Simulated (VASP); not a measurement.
# CdS (F-43m) in VASP: elastic constants with r2SCAN

Aim: the elastic constants of CdS with r2SCAN.

Program: VASP 6.6.1. These are calculated values, not measurements. Logs are shortened: lines on timing, memory, paths and dates and some standing lists are left out, and cuts for length are marked.

## (1) The cell of the first run

Symmetry: F-43m, No. 216, cubic system. Conventional cell: a = 5.556 Å, b = 5.556 Å, c = 5.556 Å, α = 90.00°, β = 90.00°, γ = 90.00°. Within 3.2 Å of Cd (site symmetry -43m) lie 4 S at 2.41 Å. S (site symmetry -43m) has 4 Cd at 2.41 Å within 3.2 Å.

## (2) Elastic constants, r2SCAN

Input file INCAR:

```
SYSTEM = CdS
ALGO = Normal
EDIFF = 1E-8
ENCUT = 600
IBRION = 6
ISIF = 3
ISMEAR = 0
LASPH = .TRUE.
LCHARG = .FALSE.
LMIXTAU = .TRUE.
LREAL = .FALSE.
LWAVE = .FALSE.
METAGGA = R2SCAN
NBANDS = 16
NELM = 60
NFREE = 2
NSW = 1
POTIM = 0.015
PREC = Accurate
SIGMA = 0.01
```

Input file KPOINTS:

```
k-points
0
G
  6 6 6
  0 0 0
```

Input file POSCAR:

```
CdS
1.0
    0.0000000000      2.7777719264      2.7777719264
    2.7777719264      0.0000000000      2.7777719264
    2.7777719264      2.7777719264      0.0000000000
Cd S
1 1
Direct
    0.0000000000      0.0000000000      0.0000000000
    0.7500000000      0.7500000000      0.7500000000
```

Potentials or basis: VASP PAW PBE potentials, release 64 (Cd, S).

On the command line:

```console
cat potpaw_PBE.64/Cd/POTCAR potpaw_PBE.64/S/POTCAR > POTCAR
mpirun -np 1 vasp_std > vasp.out
```

OUTCAR:

```text
SYSTEM = CdS
   EDIFF = 1E-8
   ENCUT = 600
   IBRION = 6
   ISIF = 3
   ISMEAR = 0
   LASPH = .TRUE.
   LREAL = .FALSE.
   METAGGA = R2SCAN
   NELM = 60
   NFREE = 2
   NSW = 1
   POTIM = 0.015
   PREC = Accurate

 ion  position               nearest neighbor table
   1  0.000  0.000  0.000-   2 2.41   2 2.41   2 2.41   2 2.41
   2  0.750  0.750  0.750-   1 2.41   1 2.41   1 2.41   1 2.41

  LATTYP: Found a face centered cubic cell.
 ALAT       =     5.5555438528

  Lattice vectors:

 A1 = (   0.0000000000,   2.7777719264,   2.7777719264)
 A2 = (   2.7777719264,   0.0000000000,   2.7777719264)
 A3 = (   2.7777719264,   2.7777719264,   0.0000000000)

Analysis of symmetry for initial positions (statically):
=====================================================================
 Subroutine PRICEL returns:
 Original cell was already a primitive cell.

 Routine SETGRP: Setting up the symmetry group for a
 face centered cubic supercell.

 Subroutine GETGRP returns: Found 24 space group operations
 (whereof 24 operations were pure point group operations)
 out of a pool of 48 trial point group operations.

The static configuration has the point symmetry T_d .

Analysis of symmetry for dynamics (positions and initial velocities):
=====================================================================
 Subroutine PRICEL returns:
 Original cell was already a primitive cell.

 Routine SETGRP: Setting up the symmetry group for a
 face centered cubic supercell.

 Subroutine GETGRP returns: Found 24 space group operations
 (whereof 24 operations were pure point group operations)
 out of a pool of 48 trial point group operations.

The dynamic configuration has the point symmetry T_d .

 Subroutine INISYM returns: Found 24 space group operations
 (whereof 24 operations are pure point group operations),
 and found     1 'primitive' translations

----------------------------------------------------------------------------------------

                                     Primitive cell

  volume of cell :      42.8667

  direct lattice vectors                    reciprocal lattice vectors
     0.000000000  2.777771926  2.777771926    -0.180000379  0.180000379  0.180000379
     2.777771926  0.000000000  2.777771926     0.180000379 -0.180000379  0.180000379
     2.777771926  2.777771926  0.000000000     0.180000379  0.180000379 -0.180000379

  length of vectors
     3.928362731  3.928362731  3.928362731     0.311769802  0.311769802  0.311769802

  position of ions in fractional coordinates (direct lattice)
     0.000000000  0.000000000  0.000000000
     0.750000000  0.750000000  0.750000000

  ion indices of the primitive-cell ions
   primitive index   ion index
                 1           1
                 2           2

----------------------------------------------------------------------------------------

 KPOINTS: k-points

Automatic generation of k-mesh.
 Grid dimensions read from file:
 generate k-points for:    6    6    6

 Generating k-lattice:

  Cartesian coordinates                     Fractional coordinates (reciprocal lattice)
    -0.030000063  0.030000063  0.030000063     0.166666667  0.000000000  0.000000000
[... 88 lines left out ...]

--------------------------------------- Ionic step        1  -------------------------------------------

 number of electron      18.0000001 magnetization

 Free energy of the ion-electron system (eV)
  ---------------------------------------------------
  ext. energy  EPLUGINS =         0.00000000
  ---------------------------------------------------
  free energy    TOTEN  =       -29.34489068 eV

  energy without entropy =      -29.34489068  energy(sigma->0) =      -29.34489068

------------------------ aborting loop because EDIFF is reached ----------------------------------------

  FORCE on cell =-STRESS in cart. coord.  units (eV):
  Direction    XX          YY          ZZ          XY          YZ          ZX
  --------------------------------------------------------------------------------------
  -------------------------------------------------------------------------------------
  Total        4.1616125      4.1616125      4.1616125      0.0000000      0.0000000     -0.0000000
  in kB      155.5437154    155.5437154    155.5437154      0.0000000      0.0000000     -0.0000000
  external PRESSURE =     155.5437154 kB  Pullay stress =       0.0000000 kB
[... 89 lines left out ...]
  FREE ENERGIE OF THE ION-ELECTRON SYSTEM (eV)
  ---------------------------------------------------
  free  energy   TOTEN  =       -29.2787230401 eV

  energy  without entropy=      -29.2787230401  energy(sigma->0) =      -29.27872304

[... ionic steps 4 to 14 ...]

--------------------------------------- Ionic step       15  -------------------------------------------

 number of electron      18.0000001 magnetization

------------------------ aborting loop because EDIFF is reached ----------------------------------------
[... 67 lines left out ...]
--------------------------------------- Ionic step       17  -------------------------------------------

 number of electron      18.0000001 magnetization

 Free energy of the ion-electron system (eV)
  ---------------------------------------------------
  ext. energy  EPLUGINS =         0.00000000
  ---------------------------------------------------
  free energy    TOTEN  =       -29.34391846 eV

  energy without entropy =      -29.34391846  energy(sigma->0) =      -29.34391846

 E-fermi :   2.5863     XC(G=0): -10.4851

 val. band max:        2.4627434295   @ k =   0.0000   0.0000   0.0000
 cond. band min:       4.3731023685   @ k =   0.0000   0.0000   0.0000
 fundamental gap:      1.9103589390
 Fermi energy:         2.5862592954

 k-point     1 :       0.0000    0.0000    0.0000
  band No.  band energies     occupation
      1     -11.4810      2.00000
      2      -6.2243      2.00000
      3      -6.2080      2.00000
      4      -6.1918      2.00000
      5      -5.4465      2.00000
      6      -5.4464      2.00000
[... 433 lines left out ...]
      3      -5.9202      2.00000
      4      -5.5185      2.00000
      5      -5.3768      2.00000
      6      -4.9127      2.00000
[... 8 lines left out ...]
     15      16.0035      0.00000
     16      16.5184      0.00000

 [... further k-points ...]
[... 5 lines left out ...]
  --------------------------------------------------------------------------------------
  -------------------------------------------------------------------------------------
  Total        4.1610800      4.1655104      4.1655104      0.0000000     -0.2148771      0.0000000
  in kB      155.5238130    155.6894052    155.6894052      0.0000000     -8.0312088      0.0000000
  external PRESSURE =     155.6342078 kB  Pullay stress =       0.0000000 kB
[... 17 lines left out ...]
  FREE ENERGIE OF THE ION-ELECTRON SYSTEM (eV)
  ---------------------------------------------------
  free  energy   TOTEN  =       -29.3439184603 eV

  energy  without entropy=      -29.3439184603  energy(sigma->0) =      -29.34391846

 INTERNAL STRAIN TENSORS FROM STRAINED CELLS
 ============================================

 INTERNAL STRAIN TENSOR FOR ION    1 for displacements in x,y,z  (eV/Angst):
          X           Y           Z          XY          YZ          ZX
  --------------------------------------------------------------------------------
  x     0.00000     0.00000     0.00000     0.00000   -14.29748     0.00000
  y    -0.00000    -0.00000     0.00000     0.00000     0.00000   -14.29740
  z    -0.00000    -0.00000    -0.00000   -14.29733     0.00000     0.00000

 INTERNAL STRAIN TENSORS FROM DISPLACED ATOMS
 ============================================

 INTERNAL STRAIN TENSOR FOR ION    1 for displacements in x,y,z  (eV/Angst):
          X           Y           Z          XY          YZ          ZX
  --------------------------------------------------------------------------------
  x     0.00000     0.00000     0.00000     0.00000   -14.31013     0.00000
  y    -0.00000     0.00000    -0.00000     0.00000     0.00000   -14.31013
  z     0.00000     0.00000     0.00000   -14.31013     0.00000     0.00000

 INTERNAL STRAIN TENSOR FOR ION    2 for displacements in x,y,z  (eV/Angst):
          X           Y           Z          XY          YZ          ZX
  --------------------------------------------------------------------------------
  x     0.00000     0.00000     0.00000     0.00000    14.32430     0.00000
  y     0.00000     0.00000     0.00000     0.00000     0.00000    14.32430
  z     0.00000     0.00000     0.00000    14.32430     0.00000     0.00000

 Eigenvectors and eigenvalues of the dynamical matrix
 ----------------------------------------------------

   1 f  =    9.204954 THz    57.836433 2PiTHz  307.044222 cm-1    38.068615 meV
             X         Y         Z           dx          dy          dz
      0.000000  0.000000  0.000000     0.000000    0.471059    0.000000
      4.166658  4.166658  4.166658     0.000000   -0.882102    0.000000
[... 21 lines left out ...]
   6 f/i=    0.000544 THz     0.003417 2PiTHz    0.018142 cm-1     0.002249 meV
             X         Y         Z           dx          dy          dz
      0.000000  0.000000  0.000000     0.000000    0.000000    0.882102
      4.166658  4.166658  4.166658     0.000000    0.000000    0.471059

--------------------------------------------------------------------------------------------------------

 ELASTIC MODULI CONTR FROM IONIC RELAXATION (kBar)
 Direction    XX          YY          ZZ          XY          YZ          ZX
 --------------------------------------------------------------------------------
 XX          -0.0000     -0.0000     -0.0000      0.0000      0.0000     -0.0000
 YY          -0.0000     -0.0000     -0.0000      0.0000      0.0000      0.0000
 ZZ          -0.0000     -0.0000     -0.0000      0.0000      0.0000     -0.0000
 XY           0.0000      0.0000      0.0000   -885.8201      0.0000      0.0000
 YZ           0.0000      0.0000      0.0000      0.0000   -885.8201      0.0000
 ZX          -0.0000      0.0000     -0.0000      0.0000      0.0000   -885.8201
 --------------------------------------------------------------------------------

 TOTAL ELASTIC MODULI (kBar)
 Direction    XX          YY          ZZ          XY          YZ          ZX
 --------------------------------------------------------------------------------
 XX        1085.9269   1089.3897   1089.3897      0.0000      0.0000     -0.0000
 YY        1089.3897   1085.9269   1089.3897      0.0000      0.0000      0.0000
 ZZ        1089.3897   1089.3897   1085.9269     -0.0000      0.0000      0.0000
 XY           0.0000      0.0000     -0.0000     83.7057     -0.0000      0.0000
 YZ           0.0000      0.0000      0.0000     -0.0000     83.7057     -0.0000
 ZX          -0.0000      0.0000      0.0000      0.0000     -0.0000     83.7057
 --------------------------------------------------------------------------------
```

It took 29 min on 1 thread of Intel Xeon Platinum 8259CL at 2.50GHz (Skylake/Cascade Lake), shared host; peak memory 0.26 GiB.

Results:

* Elastic constants C11, C12, C44: 109, 109, 8 GPa
* Voigt bulk modulus: 109 GPa
* Highest phonon frequency at Γ, LO-TO splitting left out: 307 cm⁻¹

Phonon frequencies in cm⁻¹ (negative: imaginary):
```
              q point        frequencies
(0.000, 0.000, 0.000)  0 0 0 307 307 307
```

Elastic tensor in Voigt notation (GPa, in the Cartesian axes of the cell as first typed):
```
109 109 109   0   0   0
109 109 109   0   0   0
109 109 109   0   0   0
  0   0   0   8   0   0
  0   0   0   0   8   0
  0   0   0   0   0   8
```

Clamped-ion elastic tensor (GPa):
```
109 109 109   0   0   0
109 109 109   0   0   0
109 109 109   0   0   0
  0   0   0  97   0   0
  0   0   0   0  97   0
  0   0   0   0   0  97
```

Caveat: the cell is under stress, which shifts elastic constants; the elastic tensor has a negative eigenvalue, so either the cell is unstable as it stands or the mesh is too thin; the PAW data sets were made with another functional, which shifts forces and pressure a little.
